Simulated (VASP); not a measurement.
# ScHO2 (R-3m) in VASP: notebook

ScHO2 is run at these levels: LDA, r2SCAN; tasks: single point.

Program: VASP 6.6.1. These are calculated values, not measurements. Logs are shortened: lines on timing, memory, paths and dates and some standing lists are left out, and cuts for length are marked.

### Step 1. The cell of the first run

It takes space group R-3m (No. 166, trigonal). Conventional cell: a = 3.203 Å, b = 3.203 Å, c = 13.420 Å, α = 90.00°, β = 90.00°, γ = 120.00°. Within 2.8 Å of Sc (site symmetry -3m) lie 6 O at 2.12 Å. H (site symmetry -3m) has 2 O at 1.20 Å within 1.6 Å. Within 1.6 Å of O (site symmetry 3m) lie 1 H at 1.20 Å.

### Step 2. Single point, LDA

Input file INCAR:

```
SYSTEM = ScHO2
PREC = Accurate
ENCUT = 520
EDIFF = 1E-7
ISMEAR = 0
SIGMA = 0.01
LREAL = .FALSE.
LASPH = .TRUE.
NELM = 60
ALGO = Normal
ISIF = 2
LWAVE = .FALSE.
LCHARG = .FALSE.
GGA = CA
NBANDS = 20
```

Input file KPOINTS:

```
Automatic mesh
0
G
  6 6 6
  0 0 0
```

Input file POSCAR:

```
ScHO2
1.0
    1.6016150648      0.9246928888      4.4731943100
   -1.6016150648      0.9246928888      4.4731943100
    0.0000000000     -1.8493857776      4.4731943100
Sc H O
1 1 2
Direct
    0.0000000000      0.0000000000      0.0000000000
    0.5000000000      0.5000000000      0.5000000000
    0.5897940842      0.5897940842      0.5897940842
    0.4102059158      0.4102059158      0.4102059158
```

Potentials or basis: VASP PAW LDA potentials, release 64 (Sc_sv, H, O).

Started as:

```
cat potpaw_LDA.64/Sc_sv/POTCAR potpaw_LDA.64/H/POTCAR potpaw_LDA.64/O/POTCAR > POTCAR
mpirun -np 1 vasp_std > vasp.out
```

OUTCAR:

```text
SYSTEM = ScHO2
   PREC = Accurate
   ENCUT = 520
   EDIFF = 1E-7
   ISMEAR = 0
   LREAL = .FALSE.
   LASPH = .TRUE.
   NELM = 60
   ISIF = 2
   GGA = CA

 ion  position               nearest neighbor table
   1  0.000  0.000  0.000-   3 2.12   4 2.12   3 2.12   3 2.12   4 2.12   4 2.12
   2  0.500  0.500  0.500-   3 1.20   4 1.20
   3  0.590  0.590  0.590-   2 1.20   1 2.12   1 2.12   1 2.12
   4  0.410  0.410  0.410-   2 1.20   1 2.12   1 2.12   1 2.12

  LATTYP: Found a trigonal (rhomboedric) cell.
 ALAT       =     4.8404230279
 COS(alpha) =     0.7810325055

  Lattice vectors:

 A1 = (   1.6016150648,   0.9246928888,   4.4731943100)
 A2 = (  -1.6016150648,   0.9246928888,   4.4731943100)
 A3 = (   0.0000000000,  -1.8493857776,   4.4731943100)

Analysis of symmetry for initial positions (statically):
=====================================================================
 Subroutine PRICEL returns:
 Original cell was already a primitive cell.

 Routine SETGRP: Setting up the symmetry group for a
 trigonal (rhombohedral) supercell.

 Subroutine GETGRP returns: Found 12 space group operations
 (whereof 12 operations were pure point group operations)
 out of a pool of 12 trial point group operations.

The static configuration has the point symmetry D_3d.

Analysis of symmetry for dynamics (positions and initial velocities):
=====================================================================
 Subroutine PRICEL returns:
 Original cell was already a primitive cell.

 Routine SETGRP: Setting up the symmetry group for a
 trigonal (rhombohedral) supercell.

 Subroutine GETGRP returns: Found 12 space group operations
 (whereof 12 operations were pure point group operations)
 out of a pool of 12 trial point group operations.

The dynamic configuration has the point symmetry D_3d.

 Subroutine INISYM returns: Found 12 space group operations
 (whereof 12 operations are pure point group operations),
 and found     1 'primitive' translations

----------------------------------------------------------------------------------------

                                     Primitive cell

  volume of cell :      39.7489

  direct lattice vectors                    reciprocal lattice vectors
     1.601615065  0.924692889  4.473194310     0.312184876  0.180240022  0.074517964
[... 89 lines left out ...]
   NELM   =     60;   NELMIN=  2; NELMDL= -5     # of ELM steps
   EDIFF  = 0.1E-06   stopping-criterion for ELM
   LREAL  =      F    real-space projection
   EDIFFG = 0.1E-05   stopping-criterion for IOM
   NSW    =      0    number of steps for IOM
   IBRION =     -1    ionic relax: 0-MD 1-quasi-New 2-CG
   NFREE  =      0    steps in history (QN), initial steepest desc. (CG)
   ISIF   =      2    stress and relaxation
   ISYM   =      2    0-nonsym 1-usesym 2-fastsym
   POTIM  = 0.5000    time-step for ionic-motion
   TEBEG  =    0.0;   TEEND  =   0.0 temperature during run
   PSTRESS=    0.0 pullay stress
   NELECT =      24.0000    total number of electrons
   NUPDOWN=      -1.0000    fix difference up-down
   EMIN   =  10.00;   EMAX   =-10.00  energy-range for DOS
   EFERMI =   0.00;   METHOD = LEGACY
   ISMEAR =     0;   SIGMA  =   0.01  broadening in eV -4-tet -1-fermi 0-gaus
   EFERMI_NEDOS =   21; number of points for ismear=-14 and -15
   IALGO  =     38    algorithm
   IMIX   =      4    mixing-type and parameters
     AMIX     =   0.40;   BMIX     =  1.00
     AMIX_MAG =   1.60;   BMIX_MAG =  1.00
  volume/ion in A,a.u.               =       9.94        67.06
  Fermi-wavevector in a.u.,A,eV,Ry     =   1.383684  2.614784 26.049474  1.914582
  Thomas-Fermi vector in A             =   2.508259
   LORBIT       =      0    0 simple, 1 ext, 2 COOP (PROOUT), +10 PAW based schemes
   GGA     = CA    functional components
   LHFCALC =     F    Hartree Fock is set to
   AEXX    =    0.0000 exact exchange contribution
   IVDW    =     0    specifies the selected vdW correction
   LEPSILON=     F    determine dielectric tensor
   LRPA    =     F    only Hartree local field effects (RPA)
 non-spin polarized calculation
 Gauss-broadening in eV      SIGMA  =   0.01
  energy-cutoff  :      520.00
  volume of cell :       39.75
 maximum number of plane-waves:      1086
   NGX = 17   NGY = 17   NGZ = 17

 number of electron      24.0000003 magnetization

 Free energy of the ion-electron system (eV)
  ---------------------------------------------------
  ext. energy  EPLUGINS =         0.00000000
  ---------------------------------------------------
  free energy    TOTEN  =       -32.36780829 eV

  energy without entropy =      -32.36780829  energy(sigma->0) =      -32.36780829

 E-fermi :   1.4474     XC(G=0): -10.8746

 val. band max:        1.2617741363   @ k =  -0.1667   0.1667   0.0000
 cond. band min:       5.2173849892   @ k =   0.5000   0.5000   0.0000
 fundamental gap:      3.9556108530
 Fermi energy:         1.4474382942

 k-point     1 :       0.0000    0.0000    0.0000
  band No.  band energies     occupation
      1     -45.3170      2.00000
      2     -24.4606      2.00000
      3     -24.0846      2.00000
      4     -24.0846      2.00000
      5     -16.1758      2.00000
      6     -13.7344      2.00000
[... 541 lines left out ...]
     19      13.5111      0.00000
     20      14.5522      0.00000

 [... further k-points ...]

------------------------ aborting loop because EDIFF is reached ----------------------------------------

  FORCE on cell =-STRESS in cart. coord.  units (eV):
  Direction    XX          YY          ZZ          XY          YZ          ZX
  --------------------------------------------------------------------------------------
  -------------------------------------------------------------------------------------
  Total       -1.1652402     -1.1652402     -0.4425560      0.0000000      0.0000000     -0.0000000
  in kB      -46.9679250    -46.9679250    -17.8383293      0.0000000      0.0000000     -0.0000000
  external PRESSURE =     -37.2580598 kB  Pullay stress =       0.0000000 kB

 VOLUME and BASIS-vectors are now :
 -----------------------------------------------------------------------------
  energy-cutoff  :      520.00
  volume of cell :       39.75
      direct lattice vectors                 reciprocal lattice vectors
     1.601615065  0.924692889  4.473194310     0.312184876  0.180240022  0.074517964
    -1.601615065  0.924692889  4.473194310    -0.312184876  0.180240022  0.074517964
     0.000000000 -1.849385778  4.473194310     0.000000000 -0.360480044  0.074517964

 POSITION                                       TOTAL-FORCE (eV/Angst)
 -----------------------------------------------------------------------------------
      0.00000      0.00000      0.00000         0.000000     -0.000000      0.000000
      0.00000      0.00000      6.70979        -0.000000      0.000000      0.000000
      0.00000      0.00000      7.91479         0.000000     -0.000000      0.340462
      0.00000      0.00000      5.50479         0.000000     -0.000000     -0.340462
 -----------------------------------------------------------------------------------
    total drift:                               -0.000000      0.000000      0.000000

  FREE ENERGIE OF THE ION-ELECTRON SYSTEM (eV)
  ---------------------------------------------------
  free  energy   TOTEN  =       -32.3678082917 eV

  energy  without entropy=      -32.3678082917  energy(sigma->0) =      -32.36780829
```

OSZICAR:

```text
N       E                     dE             d eps       ncg     rms          rms(c)
DAV:   1     0.244778473149E+03    0.24478E+03   -0.11768E+04  1304   0.131E+03
DAV:   2    -0.147746811767E+02   -0.25955E+03   -0.24912E+03  1408   0.396E+02
DAV:   3    -0.377629819517E+02   -0.22988E+02   -0.22456E+02  1920   0.124E+02
DAV:   4    -0.382548256554E+02   -0.49184E+00   -0.49117E+00  1816   0.181E+01
DAV:   5    -0.382610833418E+02   -0.62577E-02   -0.62527E-02  1620   0.162E+00    0.166E+01
DAV:   6    -0.326030132904E+02    0.56581E+01   -0.21276E+01  2060   0.519E+01    0.691E+00
DAV:   7    -0.324616550740E+02    0.14136E+00   -0.10449E+00  1704   0.826E+00    0.434E+00
DAV:   8    -0.323789393883E+02    0.82716E-01   -0.33967E-01  2020   0.708E+00    0.115E+00
DAV:   9    -0.323693707513E+02    0.95686E-02   -0.17817E-02  2020   0.175E+00    0.343E-01
DAV:  10    -0.323677829311E+02    0.15878E-02   -0.78037E-03  2024   0.103E+00    0.575E-02
DAV:  11    -0.323678046135E+02   -0.21682E-04   -0.24262E-04  1904   0.152E-01    0.286E-02
DAV:  12    -0.323678119763E+02   -0.73628E-05   -0.81555E-05  1760   0.142E-01    0.180E-02
DAV:  13    -0.323678082759E+02    0.37003E-05   -0.15200E-05  1792   0.573E-02    0.202E-03
DAV:  14    -0.323678082917E+02   -0.15729E-07   -0.40665E-07  1404   0.567E-03
   1 F= -.32367808E+02 E0= -.32367808E+02  d E =-.308100-153
```

Run time: 79 s. Hardware: 1 thread of AMD EPYC 7R13 (Zen 3), shared host; peak memory 0.15 GiB.

What came out:

```yaml
Free_energy: -32.3678 eV
Pressure: -3.7 GPa
Largest_force: 0.340 eV/Å
Band_gap_on_the_k_mesh: 3.96 eV, indirect (least direct gap 4.33 eV)
```

Forces on the atoms (eV/Å):
```
Sc   0.000  0.000  0.000
H    0.000  0.000  0.000
O    0.000  0.000  0.340
O    0.000  0.000 -0.340
```

A k mesh can miss the band edges.

### Step 3. Single point, r2SCAN

POSCAR is that of step 2.

Input file INCAR.step1:

```
SYSTEM = ScHO2
PREC = Accurate ; ENCUT = 520
ISMEAR = 0 ; SIGMA = 0.01
LREAL = .False. ; LASPH = .True.
NELM = 100 ; NBANDS = 20
GGA = PE ; ALGO = Normal
EDIFF = 1E-4 ; LWAVE = .True.
LCHARG = .False.
```

Input file INCAR.step2:

```
SYSTEM = ScHO2
PREC = Accurate ; ENCUT = 520
EDIFF = 1E-7 ; ISMEAR = 0
SIGMA = 0.01 ; LREAL = .False.
LASPH = .True. ; NELM = 100
ALGO = Normal ; ISIF = 2
LWAVE = .False. ; LCHARG = .False.
METAGGA = R2SCAN ; LMIXTAU = .True.
NBANDS = 20 ; ISTART = 1
```

Input file KPOINTS:

```
Automatic mesh
0
Gamma
  6 6 6
  0 0 0
```

Potentials or basis: VASP PAW PBE potentials, release 64 (Sc_sv, H, O).

Started as:

```
cat potpaw_PBE.64/Sc_sv/POTCAR potpaw_PBE.64/H/POTCAR potpaw_PBE.64/O/POTCAR > POTCAR
cp INCAR.step1 INCAR
mpirun -np 1 vasp_std > vasp.out
cp INCAR.step2 INCAR
mpirun -np 1 vasp_std > vasp.out
```

It took 3.5 min on 1 thread of AMD EPYC 7R13 (Zen 3), shared host; peak memory 0.2 GiB.

It converged, with:

```yaml
Free_energy: -37.7921 eV
Pressure: 2.4 GPa
Largest_force: 0.097 eV/Å
Band_gap_on_the_k_mesh: 4.61 eV, indirect (least direct gap 4.99 eV)
```

Forces on the atoms (eV/Å):
```
Sc   0.000  0.000  0.000
H    0.000  0.000  0.000
O    0.000  0.000 -0.097
O    0.000  0.000  0.097
```

Stress tensor (GPa, compression positive):
```
2.54 0.00 0.00
0.00 2.54 0.00
0.00 0.00 2.00
```

Levels at points of the mesh, in eV from the valence-band top:
```
           k point  band 8  band 9  band 10  band 11  band 12  band 13  band 14  band 15  band 16  band 17
(0.00, 0.00, 0.00)   -2.38   -2.38    -0.63    -0.63    -0.10     5.27     5.47     5.47     6.92     8.63
(0.50, 0.00, 0.00)   -3.82   -2.22    -1.32    -1.25    -0.85     4.99     6.24     6.67     8.39     8.49
(0.50, 0.50, 0.00)   -2.66   -2.56    -1.77    -1.37    -0.69     4.61     6.36     6.69     7.93     8.68
(0.50, 0.50, 0.50)   -2.69   -2.69    -2.62    -0.14    -0.14     5.51     5.51     6.37     7.83     8.36
```

Caveat: the PAW data sets were made with another functional, which shifts forces and pressure a little.

### Step 4. Single point, r2SCAN

POSCAR is that of step 3.

Input file INCAR.step1:

```
PREC = Accurate
ENCUT = 520
ISMEAR = 0
SIGMA = 0.01
LREAL = False
LASPH = True
NELM = 100
NBANDS = 20
GGA = PE
ALGO = Normal
EDIFF = 1E-4
LWAVE = True
LCHARG = False
```

Input file INCAR.step2:

```
PREC = Accurate
ENCUT = 520
EDIFF = 1E-6
ISMEAR = 0
SIGMA = 0.01
LREAL = False
LASPH = True
NELM = 100
ALGO = Normal
ISIF = 2
LWAVE = False
LCHARG = True
METAGGA = R2SCAN
LMIXTAU = True
LELF = True
LVHAR = True
NBANDS = 20
ISTART = 1
```

Input file KPOINTS:

```
Automatic mesh
0
Gamma
  6 6 6
```

Potentials or basis: VASP PAW PBE potentials, release 64 (Sc_sv, H, O).

Started as:

```
cat potpaw_PBE.64/Sc_sv/POTCAR potpaw_PBE.64/H/POTCAR potpaw_PBE.64/O/POTCAR > POTCAR
cp INCAR.step1 INCAR
mpirun -np 1 vasp_std > vasp.out
cp INCAR.step2 INCAR
mpirun -np 1 vasp_std > vasp.out
```

OUTCAR:

```text
PREC = Accurate
   ENCUT = 520
   EDIFF = 1E-6
   ISMEAR = 0
   LREAL = False
   LASPH = True
   NELM = 100
   ISIF = 2
   METAGGA = R2SCAN
   ISTART = 1

 ion  position               nearest neighbor table
   1  0.000  0.000  0.000-   3 2.12   4 2.12   3 2.12   3 2.12   4 2.12   4 2.12
   2  0.500  0.500  0.500-   3 1.20   4 1.20
   3  0.590  0.590  0.590-   2 1.20   1 2.12   1 2.12   1 2.12
   4  0.410  0.410  0.410-   2 1.20   1 2.12   1 2.12   1 2.12

  LATTYP: Found a trigonal (rhomboedric) cell.
 ALAT       =     4.8404230279
 COS(alpha) =     0.7810325055

  Lattice vectors:

 A1 = (   1.6016150648,   0.9246928888,   4.4731943100)
 A2 = (  -1.6016150648,   0.9246928888,   4.4731943100)
 A3 = (   0.0000000000,  -1.8493857776,   4.4731943100)

Analysis of symmetry for initial positions (statically):
=====================================================================
 Subroutine PRICEL returns:
 Original cell was already a primitive cell.

 Routine SETGRP: Setting up the symmetry group for a
 trigonal (rhombohedral) supercell.

 Subroutine GETGRP returns: Found 12 space group operations
 (whereof 12 operations were pure point group operations)
[... 169 lines left out ...]

 val. band max:        1.2332314040   @ k =  -0.1667   0.1667   0.0000
 cond. band min:       5.8441746292   @ k =   0.5000   0.5000   0.0000
 fundamental gap:      4.6109432253
 Fermi energy:         1.3391475534

 k-point     1 :       0.0000    0.0000    0.0000
  band No.  band energies     occupation
      1     -47.8077      2.00000
      2     -25.6406      2.00000
      3     -25.2609      2.00000
      4     -25.2609      2.00000
      5     -17.5354      2.00000
      6     -15.1523      2.00000
[... 541 lines left out ...]
     19      14.4259      0.00000
     20      15.6592      0.00000

 [... further k-points ...]

------------------------ aborting loop because EDIFF is reached ----------------------------------------

  FORCE on cell =-STRESS in cart. coord.  units (eV):
  Direction    XX          YY          ZZ          XY          YZ          ZX
  --------------------------------------------------------------------------------------
  -------------------------------------------------------------------------------------
  Total        0.6445831      0.6445831      0.5127569      0.0000000      0.0000000      0.0000000
  in kB       25.9815379     25.9815379     20.6679516      0.0000000      0.0000000      0.0000000
  external PRESSURE =      24.2103424 kB  Pullay stress =       0.0000000 kB

 VOLUME and BASIS-vectors are now :
 -----------------------------------------------------------------------------
  energy-cutoff  :      520.00
  volume of cell :       39.75
      direct lattice vectors                 reciprocal lattice vectors
     1.601615065  0.924692889  4.473194310     0.312184876  0.180240022  0.074517964
    -1.601615065  0.924692889  4.473194310    -0.312184876  0.180240022  0.074517964
     0.000000000 -1.849385778  4.473194310     0.000000000 -0.360480044  0.074517964

 POSITION                                       TOTAL-FORCE (eV/Angst)
 -----------------------------------------------------------------------------------
      0.00000      0.00000      0.00000         0.000000      0.000000     -0.000000
      0.00000      0.00000      6.70979        -0.000000      0.000000      0.000000
      0.00000      0.00000      7.91479         0.000000      0.000000     -0.097633
      0.00000      0.00000      5.50479         0.000000     -0.000000      0.097633
 -----------------------------------------------------------------------------------
    total drift:                               -0.000000      0.000000      0.000000

  FREE ENERGIE OF THE ION-ELECTRON SYSTEM (eV)
  ---------------------------------------------------
  free  energy   TOTEN  =       -37.7921019161 eV

  energy  without entropy=      -37.7921019161  energy(sigma->0) =      -37.79210192
```

OUTCAR.step1:

```text
PREC = Accurate
   ENCUT = 520
   ISMEAR = 0
   LREAL = False
   LASPH = True
[... 780 lines left out ...]
      0.00000      0.00000      0.00000        -0.000000      0.000000      0.000000
      0.00000      0.00000      6.70979         0.000000      0.000000      0.000000
      0.00000      0.00000      7.91479        -0.000000      0.000000     -0.074278
      0.00000      0.00000      5.50479        -0.000000     -0.000000      0.074278
 -----------------------------------------------------------------------------------
    total drift:                               -0.000000      0.000000      0.000000

  FREE ENERGIE OF THE ION-ELECTRON SYSTEM (eV)
  ---------------------------------------------------
  free  energy   TOTEN  =       -29.7809293098 eV

  energy  without entropy=      -29.7809293098  energy(sigma->0) =      -29.78092931
```

It took 2.6 min on 1 thread of AMD EPYC 7R13 (Zen 3), shared host; peak memory 0.2 GiB.

What came out:

```
Free energy            : -37.7921 eV
Pressure               : 2.4 GPa
Largest force          : 0.098 eV/Å
Band gap on the k mesh : 4.61 eV, indirect (least direct gap 4.99 eV)
```

Forces in eV/Å, atoms in the order of the input:
```
Sc   0.000  0.000  0.000
H    0.000  0.000  0.000
O    0.000  0.000 -0.098
O    0.000  0.000  0.098
```

Caveat: the PAW data sets were made with another functional, which shifts forces and pressure a little. A k mesh can miss the band edges.
